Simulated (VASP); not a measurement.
The system is SrO.

```
CELL_PARAMETERS angstrom
0.00000 2.56137 2.56137
2.56137 0.00000 2.56137
2.56137 2.56137 0.00000
ATOMIC_POSITIONS crystal
Sr 0.00000 0.00000 0.00000
O 0.50000 0.50000 0.50000
```

Base run:

| Property | Result |
| --- | --- |
| Program | VASP 6.6.1 |
| Functional | r2SCAN |
| Potentials or basis | VASP PAW PBE potentials, release 64 (Sr_sv, O) |
| Cutoff | 520 eV |
| k mesh | 8 × 8 × 8 |
| Occupations | fermi-dirac, width 0.05 eV |
| Spin | no spin polarisation |

Its results: band gap on the k mesh 3.74 eV, indirect (least direct gap 3.81 eV); pressure 2.7 GPa.

The run is repeated on the same cell with these changes: functional from r2SCAN to PBEsol; further incar settings from ALGO = Normal; EDIFF = 1e-06; NBANDS = 15 to ALGO = Normal; EDIFF = 1e-07; NBANDS = 15. What comes out?

Band gap on the k mesh 3.15 eV, indirect (least direct gap 3.23 eV); pressure 0.6 GPa.

Caveats: the PAW data sets were made with another functional, which shifts forces and pressure a little.

A k mesh can miss the band edges.
